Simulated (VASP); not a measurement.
# BaTiO3 (P4mm) in VASP: notebook, part 2 of 2

VASP 6.6.1.

**3. Single point, PBE**

This run uses another cell than the first one, of 13.35 Å³/atom.

INCAR reads:

```
SYSTEM = BaTiO3
PREC = Accurate
ENCUT = 520
EDIFF = 1E-7
ISMEAR = -1
SIGMA = 0.05
LREAL = .False.
LASPH = .True.
NELM = 80
ALGO = Normal
ISIF = 2
LWAVE = .False.
LCHARG = .False.
GGA = PE
NBANDS = 28
```

KPOINTS reads:

```
Automatic mesh
0
Gamma
  7 7 7
  0 0 0
```

POSCAR reads:

```
BaTiO3
1.0
    3.9858087770      0.0000000000      0.0000000000
    0.0000000000      3.9858087770      0.0000000000
    0.0000000000      0.0000000000      4.2001847878
Ba Ti O
1 1 3
Direct
    0.0000000000      0.0000000000     -0.0105539026
    0.5000000000      0.5000000000      0.4721461325
    0.0000000000      0.5000000000      0.5203309325
    0.5000000000      0.0000000000      0.5203309325
    0.5000000000      0.5000000000      0.0407459051
```

Potentials or basis: VASP PAW PBE potentials, release 64 (Ba_sv, Ti_sv, O).

Command:

```
> cat potpaw_PBE.64/Ba_sv/POTCAR potpaw_PBE.64/Ti_sv/POTCAR potpaw_PBE.64/O/POTCAR > POTCAR
> mpirun -np 1 vasp_std > vasp.out
```

OUTCAR:

```text
SYSTEM = BaTiO3
   PREC = Accurate
   ENCUT = 520
   EDIFF = 1E-7
   ISMEAR = -1
   LREAL = .False.
   LASPH = .True.
   NELM = 80
   ISIF = 2
   GGA = PE

 ion  position               nearest neighbor table
   1  0.000  0.000  0.989-   3 2.80   4 2.80   3 2.80   4 2.80   5 2.83   5 2.83   5 2.83   5 2.83
                             4 2.99   3 2.99   4 2.99   3 2.99   2 3.47   2 3.47   2 3.47   2 3.47
   2  0.500  0.500  0.472-   5 1.81   4 2.00   3 2.00   4 2.00   3 2.00   5 2.39   1 3.47   1 3.47
                             1 3.47   1 3.47   1 3.56   1 3.56   1 3.56   1 3.56
   3  0.000  0.500  0.520-   2 2.00   2 2.00   1 2.80   1 2.80   1 2.99   1 2.99
   4  0.500  0.000  0.520-   2 2.00   2 2.00   1 2.80   1 2.80   1 2.99   1 2.99
   5  0.500  0.500  0.041-   2 1.81   2 2.39   1 2.83   1 2.83   1 2.83   1 2.83

  LATTYP: Found a simple tetragonal cell.
 ALAT       =     3.9858087770
 C/A-ratio  =     1.0537848208

  Lattice vectors:

 A1 = (   3.9858087770,   0.0000000000,   0.0000000000)
 A2 = (   0.0000000000,   3.9858087770,   0.0000000000)
 A3 = (   0.0000000000,   0.0000000000,   4.2001847878)

Analysis of symmetry for initial positions (statically):
[... 180 lines left out ...]

 val. band max:        3.6382760518   @ k =   0.4286   0.4286   0.4286
 cond. band min:       5.5348842945   @ k =   0.0000   0.0000   0.0000
 fundamental gap:      1.8966082427
 Fermi energy:         4.6394026876

 k-point     1 :       0.0000    0.0000    0.0000
  band No.  band energies     occupation
      1     -52.9044      2.00000
      2     -29.2405      2.00000
      3     -29.1017      2.00000
      4     -29.1017      2.00000
      5     -21.4431      2.00000
      6     -13.2695      2.00000
[... 733 lines left out ...]
     27      11.5836      0.00000
     28      12.2113      0.00000

 [... further k-points ...]

------------------------ aborting loop because EDIFF is reached ----------------------------------------

  FORCE on cell =-STRESS in cart. coord.  units (eV):
  Direction    XX          YY          ZZ          XY          YZ          ZX
  --------------------------------------------------------------------------------------
  -------------------------------------------------------------------------------------
  Total        0.6453833      0.6453833      0.6871736      0.0000000      0.0000000      0.0000000
  in kB       15.4962635     15.4962635     16.4996887      0.0000000      0.0000000      0.0000000
  external PRESSURE =      15.8307386 kB  Pullay stress =       0.0000000 kB

 VOLUME and BASIS-vectors are now :
 -----------------------------------------------------------------------------
  energy-cutoff  :      520.00
  volume of cell :       66.73
      direct lattice vectors                 reciprocal lattice vectors
     3.985808777  0.000000000  0.000000000     0.250890109  0.000000000  0.000000000
     0.000000000  3.985808777  0.000000000     0.000000000  0.250890109  0.000000000
     0.000000000  0.000000000  4.200184788     0.000000000  0.000000000  0.238084763

 POSITION                                       TOTAL-FORCE (eV/Angst)
 -----------------------------------------------------------------------------------
      0.00000      0.00000      4.15586         0.000000      0.000000      0.046839
      1.99290      1.99290      1.98310         0.000000     -0.000000      0.085889
      0.00000      1.99290      2.18549        -0.000000      0.000000     -0.024866
      1.99290      0.00000      2.18549         0.000000      0.000000     -0.024866
      1.99290      1.99290      0.17114         0.000000      0.000000     -0.082996
 -----------------------------------------------------------------------------------
    total drift:                                0.000000      0.000000      0.000092

  FREE ENERGIE OF THE ION-ELECTRON SYSTEM (eV)
  ---------------------------------------------------
  free  energy   TOTEN  =       -40.0403002156 eV

  energy  without entropy=      -40.0403002150  energy(sigma->0) =      -40.04030022
```

OSZICAR:

```text
N       E                     dE             d eps       ncg     rms          rms(c)
DAV:   1     0.438589647275E+03    0.43859E+03   -0.20895E+04  2240   0.154E+03
DAV:   2    -0.439057419075E+01   -0.44298E+03   -0.42237E+03  2564   0.427E+02
DAV:   3    -0.486288369991E+02   -0.44238E+02   -0.43871E+02  3096   0.134E+02
DAV:   4    -0.506560963473E+02   -0.20273E+01   -0.20226E+01  3400   0.248E+01
DAV:   5    -0.507156888541E+02   -0.59593E-01   -0.59584E-01  2992   0.319E+00    0.233E+01
DAV:   6    -0.403183914713E+02    0.10397E+02   -0.56299E+01  3356   0.674E+01    0.102E+01
DAV:   7    -0.402393210596E+02    0.79070E-01   -0.11732E+01  3060   0.254E+01    0.710E+00
DAV:   8    -0.400418929986E+02    0.19743E+00   -0.61105E-01  2748   0.714E+00    0.378E+00
DAV:   9    -0.400723849232E+02   -0.30492E-01   -0.42628E-01  3296   0.588E+00    0.171E+00
DAV:  10    -0.400443697293E+02    0.28015E-01   -0.14480E-01  2828   0.377E+00    0.576E-01
DAV:  11    -0.400410346156E+02    0.33351E-02   -0.14503E-02  3036   0.106E+00    0.260E-01
DAV:  12    -0.400402815470E+02    0.75307E-03   -0.37559E-03  2800   0.436E-01    0.400E-02
DAV:  13    -0.400403267190E+02   -0.45172E-04   -0.21890E-04  2776   0.116E-01    0.453E-02
DAV:  14    -0.400402985676E+02    0.28151E-04   -0.90842E-05  2756   0.986E-02    0.989E-03
DAV:  15    -0.400403004484E+02   -0.18808E-05   -0.14689E-05  3160   0.280E-02    0.430E-03
DAV:  16    -0.400403005010E+02   -0.52626E-07   -0.15078E-06  2812   0.102E-02    0.447E-03
DAV:  17    -0.400403001800E+02    0.32099E-06   -0.10480E-06  2876   0.983E-03    0.745E-04
DAV:  18    -0.400403002156E+02   -0.35595E-07   -0.67334E-08  1760   0.247E-03
   1 F= -.40040300E+02 E0= -.40040300E+02  d E =-.583677E-09
```

It took 2 min on 1 thread of Intel Xeon 8259CL, shared host; peak memory 0.22 GiB.

Results:

| Item | Value |
| --- | --- |
| Free energy | -40.0403 eV |
| Pressure | 1.6 GPa |
| Largest force | 0.086 eV/Å |
| Band gap on the k mesh | 1.90 eV (least direct gap 2.35 eV) |

Forces on the atoms (eV/Å):
```
Ba   0.000  0.000  0.047
Ti   0.000  0.000  0.086
O    0.000  0.000 -0.025
O    0.000  0.000 -0.025
O    0.000  0.000 -0.083
```

Stress tensor (GPa, compression positive):
```
1.55 0.00 0.00
0.00 1.55 0.00
0.00 0.00 1.65
```

Caveat: spin-orbit coupling is left out, which moves the levels of the heavy elements; an odd mesh through Γ misses points on the zone boundary, where band edges can lie.

**4. Single point, PBE**

This run uses another cell than the first one, of 13.34 Å³/atom.

INCAR reads:

```
SYSTEM = BaTiO3
ALGO = Normal
EDIFF = 1E-6
ENCUT = 520
GGA = PE
ISIF = 2
ISMEAR = -1
LASPH = .TRUE.
LCHARG = .FALSE.
LREAL = .FALSE.
LWAVE = .FALSE.
NBANDS = 28
NELM = 80
PREC = Accurate
SIGMA = 0.05
```

KPOINTS reads:

```
k-points
0
G
  7 7 7
  0 0 0
```

POSCAR reads:

```
BaTiO3
1.0
    3.9860453470      0.0000000000      0.0000000000
    0.0000000000      3.9860453470      0.0000000000
    0.0000000000      0.0000000000      4.1994988694
Ba Ti O
1 1 3
Direct
    0.0000000000      0.0000000000     -0.0104292038
    0.5000000000      0.5000000000      0.4721451084
    0.0000000000      0.5000000000      0.5203025833
    0.5000000000      0.0000000000      0.5203025833
    0.5000000000      0.5000000000      0.0406789289
```

Command:

```
> cat potpaw_PBE.64/Ba_sv/POTCAR potpaw_PBE.64/Ti_sv/POTCAR potpaw_PBE.64/O/POTCAR > POTCAR
> mpirun -np 1 vasp_std > vasp.out
```

Run time: 1.9 min. Hardware: 1 thread of Intel Xeon 8259CL, shared host; peak memory 0.23 GiB.

Results (log left out):

```
Free energy            : -40.0403 eV
Pressure               : 1.6 GPa
Largest force          : 0.089 eV/Å
Band gap on the k mesh : 1.90 eV (least direct gap 2.35 eV)
```

Forces on the atoms (eV/Å):
```
Ba   0.000  0.000  0.044
Ti   0.000  0.000  0.089
O    0.000  0.000 -0.025
O    0.000  0.000 -0.025
O    0.000  0.000 -0.083
```

Stress tensor (GPa, compression positive):
```
1.54 0.00 0.00
0.00 1.54 0.00
0.00 0.00 1.66
```

Levels at points of the mesh, in eV from the valence-band top:
```
           k point  band 16  band 17  band 18  band 19  band 20  band 21  band 22  band 23  band 24  band 25
(0.00, 0.00, 0.00)    -1.63    -1.22    -0.82    -0.46    -0.46     1.90     2.54     2.54     4.11     4.32
```

Caveat: spin-orbit coupling is left out, which moves the levels of the heavy elements; an odd mesh through Γ misses points on the zone boundary, where band edges can lie.

**5. Single point, PBE**

This run uses another cell than the first one, of 13.32 Å³/atom.

INCAR reads:

```
PREC = Accurate ; ENCUT = 520
EDIFF = 1E-6 ; ISMEAR = -1
SIGMA = 0.05 ; LREAL = F
LASPH = T ; NELM = 100
ALGO = Normal ; ISIF = 2
LWAVE = F ; LCHARG = F
GGA = PE ; NBANDS = 28
```

KPOINTS reads:

```
regular mesh
0
Gamma
  7 7 7
```

POSCAR reads:

```
BaTiO3
1.0
    3.9866720919      0.0000000000      0.0000000000
    0.0000000000      3.9866720919      0.0000000000
    0.0000000000      0.0000000000      4.1917847748
Ba Ti O
1 1 3
Direct
    0.0000000000      0.0000000000     -0.0098280493
    0.5000000000      0.5000000000      0.4728900468
    0.0000000000      0.5000000000      0.5199633583
    0.5000000000      0.0000000000      0.5199633583
    0.5000000000      0.5000000000      0.0400112860
```

Command:

```
> cat potpaw_PBE.64/Ba_sv/POTCAR potpaw_PBE.64/Ti_sv/POTCAR potpaw_PBE.64/O/POTCAR > POTCAR
> mpirun -np 1 vasp_std > vasp.out
```

Wall time 1.8 min (1 thread of Intel Xeon 8259CL, shared host); peak memory 0.22 GiB.

It converged, with:

```
Free energy            : -40.0398 eV
Pressure               : 1.7 GPa
Largest force          : 0.072 eV/Å
Band gap on the k mesh : 1.89 eV (least direct gap 2.34 eV)
```

Forces on the atoms (eV/Å):
```
Ba   0.000  0.000  0.046
Ti   0.000  0.000  0.062
O    0.000  0.000 -0.018
O    0.000  0.000 -0.018
O    0.000  0.000 -0.072
```

Levels at points of the mesh, in eV from the valence-band top:
```
           k point  band 16  band 17  band 18  band 19  band 20  band 21  band 22  band 23  band 24  band 25
(0.00, 0.00, 0.00)    -1.61    -1.21    -0.80    -0.45    -0.45     1.89     2.52     2.52     4.11     4.31
```

Caveat: spin-orbit coupling is left out, which moves the levels of the heavy elements; an odd mesh through Γ misses points on the zone boundary, where band edges can lie.

**6. Single point, PBE**

This run uses another cell than the first one, of 13.48 Å³/atom.

INCAR reads:

```
SYSTEM = BaTiO3
PREC = Accurate
ENCUT = 520
EDIFF = 1E-7
ISMEAR = -1
SIGMA = 0.05
LREAL = .FALSE.
LASPH = .TRUE.
NELM = 60
ALGO = Normal
ISIF = 2
LWAVE = .FALSE.
LCHARG = .FALSE.
GGA = PE
NBANDS = 28
```

KPOINTS reads:

```
Automatic mesh
0
G
  7 7 7
  0 0 0
```

POSCAR reads:

```
BaTiO3
1.0
    3.9917695115      0.0000000000      0.0000000000
    0.0000000000      3.9917695115      0.0000000000
    0.0000000000      0.0000000000      4.2309116005
Ba Ti O
1 1 3
Direct
    0.0000000000      0.0000000000     -0.0107352753
    0.5000000000      0.5000000000      0.4710341485
    0.0000000000      0.5000000000      0.5199679323
    0.5000000000      0.0000000000      0.5199679323
    0.5000000000      0.5000000000      0.0427652621
```

Potentials or basis: VASP PAW PBE potentials, release 64 (Ba_sv, Ti_sv, O).

Command:

```
> cat potpaw_PBE.64/Ba_sv/POTCAR potpaw_PBE.64/Ti_sv/POTCAR potpaw_PBE.64/O/POTCAR > POTCAR
> mpirun -np 1 vasp_std > vasp.out
```

OUTCAR:

```text
SYSTEM = BaTiO3
   PREC = Accurate
   ENCUT = 520
   EDIFF = 1E-7
   ISMEAR = -1
   LREAL = .FALSE.
   LASPH = .TRUE.
   NELM = 60
   ISIF = 2
   GGA = PE

 ion  position               nearest neighbor table
   1  0.000  0.000  0.989-   3 2.82   4 2.82   3 2.82   4 2.82   5 2.83   5 2.83   5 2.83   5 2.83
                             4 3.00   3 3.00   4 3.00   3 3.00   2 3.48   2 3.48   2 3.48   2 3.48
   2  0.500  0.500  0.471-   5 1.81   4 2.01   3 2.01   4 2.01   3 2.01   5 2.42   1 3.48   1 3.48
                             1 3.48   1 3.48   1 3.57   1 3.57   1 3.57   1 3.57
   3  0.000  0.500  0.520-   2 2.01   2 2.01   1 2.82   1 2.82   1 3.00   1 3.00
   4  0.500  0.000  0.520-   2 2.01   2 2.01   1 2.82   1 2.82   1 3.00   1 3.00
   5  0.500  0.500  0.043-   2 1.81   2 2.42   1 2.83   1 2.83   1 2.83   1 2.83

  LATTYP: Found a simple tetragonal cell.
 ALAT       =     3.9917695115
 C/A-ratio  =     1.0599087919

  Lattice vectors:

 A1 = (   3.9917695115,   0.0000000000,   0.0000000000)
 A2 = (   0.0000000000,   3.9917695115,   0.0000000000)
 A3 = (   0.0000000000,   0.0000000000,   4.2309116005)

Analysis of symmetry for initial positions (statically):
=====================================================================
 Subroutine PRICEL returns:
 Original cell was already a primitive cell.

 Routine SETGRP: Setting up the symmetry group for a
 simple tetragonal supercell.

 Subroutine GETGRP returns: Found  8 space group operations
 (whereof  8 operations were pure point group operations)
 out of a pool of 16 trial point group operations.

The static configuration has the point symmetry C_4v.

Analysis of symmetry for dynamics (positions and initial velocities):
=====================================================================
 Subroutine PRICEL returns:
 Original cell was already a primitive cell.

[... 131 lines left out ...]
   IMIX   =      4    mixing-type and parameters
     AMIX     =   0.40;   BMIX     =  1.00
     AMIX_MAG =   1.60;   BMIX_MAG =  1.00
  volume/ion in A,a.u.               =      13.48        90.99
  Fermi-wavevector in a.u.,A,eV,Ry     =   1.375646  2.599593 25.747673  1.892401
  Thomas-Fermi vector in A             =   2.500962
   LORBIT       =      0    0 simple, 1 ext, 2 COOP (PROOUT), +10 PAW based schemes
   GGA     = PE    functional components
   LHFCALC =     F    Hartree Fock is set to
   AEXX    =    0.0000 exact exchange contribution
   IVDW    =     0    specifies the selected vdW correction
   LEPSILON=     F    determine dielectric tensor
   LRPA    =     F    only Hartree local field effects (RPA)
 non-spin polarized calculation
  energy-cutoff  :      520.00
  volume of cell :       67.42
 maximum number of plane-waves:      1840
 NGX is ok and might be reduce to    30
   NGX = 15   NGY = 15   NGZ = 15

 number of electron      39.9999982 magnetization

 Free energy of the ion-electron system (eV)
  ---------------------------------------------------
  ext. energy  EPLUGINS =         0.00000000
  ---------------------------------------------------
  free energy    TOTEN  =       -40.04447178 eV

  energy without entropy =      -40.04447178  energy(sigma->0) =      -40.04447178

 E-fermi :   4.5786     XC(G=0): -10.9679

 val. band max:        3.5846543627   @ k =   0.4286   0.4286   0.4286
 cond. band min:       5.4657756250   @ k =   0.0000   0.0000   0.0000
 fundamental gap:      1.8811212623
 Fermi energy:         4.5785609474

 k-point     1 :       0.0000    0.0000    0.0000
  band No.  band energies     occupation
      1     -52.9930      2.00000
      2     -29.3321      2.00000
      3     -29.1861      2.00000
      4     -29.1861      2.00000
      5     -21.5549      2.00000
      6     -13.3214      2.00000
[... 733 lines left out ...]
     27      11.4285      0.00000
     28      12.0741      0.00000

 [... further k-points ...]

------------------------ aborting loop because EDIFF is reached ----------------------------------------

  FORCE on cell =-STRESS in cart. coord.  units (eV):
  Direction    XX          YY          ZZ          XY          YZ          ZX
  --------------------------------------------------------------------------------------
  -------------------------------------------------------------------------------------
  Total        0.1603463      0.1603463      0.1491406      0.0000000      0.0000000      0.0000000
  in kB        3.8106982      3.8106982      3.5443911      0.0000000      0.0000000      0.0000000
  external PRESSURE =       3.7219291 kB  Pullay stress =       0.0000000 kB

 VOLUME and BASIS-vectors are now :
 -----------------------------------------------------------------------------
  energy-cutoff  :      520.00
  volume of cell :       67.42
      direct lattice vectors                 reciprocal lattice vectors
     3.991769511  0.000000000  0.000000000     0.250515466  0.000000000  0.000000000
     0.000000000  3.991769511  0.000000000     0.000000000  0.250515466  0.000000000
     0.000000000  0.000000000  4.230911600     0.000000000  0.000000000  0.236355683

 POSITION                                       TOTAL-FORCE (eV/Angst)
 -----------------------------------------------------------------------------------
      0.00000      0.00000      4.18549         0.000000     -0.000000      0.014019
      1.99588      1.99588      1.99290        -0.000000     -0.000000      0.029350
      0.00000      1.99588      2.19994         0.000000     -0.000000     -0.001729
      1.99588      0.00000      2.19994        -0.000000     -0.000000     -0.001729
      1.99588      1.99588      0.18094        -0.000000      0.000000     -0.039911
 -----------------------------------------------------------------------------------
    total drift:                                0.000000      0.000000      0.000128

  FREE ENERGIE OF THE ION-ELECTRON SYSTEM (eV)
  ---------------------------------------------------
  free  energy   TOTEN  =       -40.0444717833 eV

  energy  without entropy=      -40.0444717826  energy(sigma->0) =      -40.04447178
```

stdout:

```text
POSCAR found type information on POSCAR BaTiO
 POSCAR found :  3 types and       5 ions
 scaLAPACK will be used
 LDA part: xc-table for (Slater+PW92), standard interpolation
 POSCAR, INCAR and KPOINTS ok, starting setup
 FFT: planning ... GRIDC
 FFT: planning ... GRID_SOFT
 FFT: planning ... GRID
 WAVECAR not read
 entering main loop
```

Wall time 2 min (1 thread of Intel Xeon 8259CL, shared host); peak memory 0.23 GiB.

Results:

| Property | Result |
| --- | --- |
| Free energy | -40.0445 eV |
| Pressure | 0.4 GPa |
| Largest force | 0.040 eV/Å |
| Band gap on the k mesh | 1.88 eV (least direct gap 2.36 eV) |

Forces on the atoms (eV/Å):
```
Ba   0.000  0.000  0.014
Ti   0.000  0.000  0.029
O    0.000  0.000 -0.002
O    0.000  0.000 -0.002
O    0.000  0.000 -0.040
```

Levels at points of the mesh, in eV from the valence-band top:
```tsv
k point	band 18	band 19	band 20	band 21	band 22	band 23
(0.00, 0.00, 0.00)	-0.89	-0.48	-0.48	1.88	2.54	2.54
```

Caveat: spin-orbit coupling is left out, which moves the levels of the heavy elements; an odd mesh through Γ misses points on the zone boundary, where band edges can lie.

**7. Overview**

| cell | gap on the mesh (eV) | pressure (GPa) | largest force (eV/Å) |
| --- | --- | --- | --- |
| a = 3.985, b = 3.985, c = 4.185 Å, 5 atoms, atomic positions A | 1.90 | 1.9 | 0.08 |
| a = 3.986, b = 3.986, c = 4.200 Å, 5 atoms, atomic positions A | 1.90 | 1.6 | 0.09 |
| a = 3.986, b = 3.986, c = 4.199 Å, 5 atoms, atomic positions A | 1.90 | 1.6 | 0.09 |
| a = 3.987, b = 3.987, c = 4.192 Å, 5 atoms, atomic positions A | 1.89 | 1.7 | 0.07 |
| a = 3.992, b = 3.992, c = 4.231 Å, 5 atoms, atomic positions B | 1.88 | 0.4 | 0.04 |

Alike in all rows: task single point; level PBE; potentials or basis VASP PAW PBE potentials, release 64 (Ba_sv, Ti_sv, O); no spin polarisation; k mesh 7 × 7 × 7; cutoff (eV) 520; smearing fermi-dirac 0.05 eV.

Caveats: spin-orbit coupling is left out, which moves the levels of the heavy elements; an odd mesh through Γ misses points on the zone boundary, where band edges can lie.

Absolute energies hang on the potentials; compare differences alone.
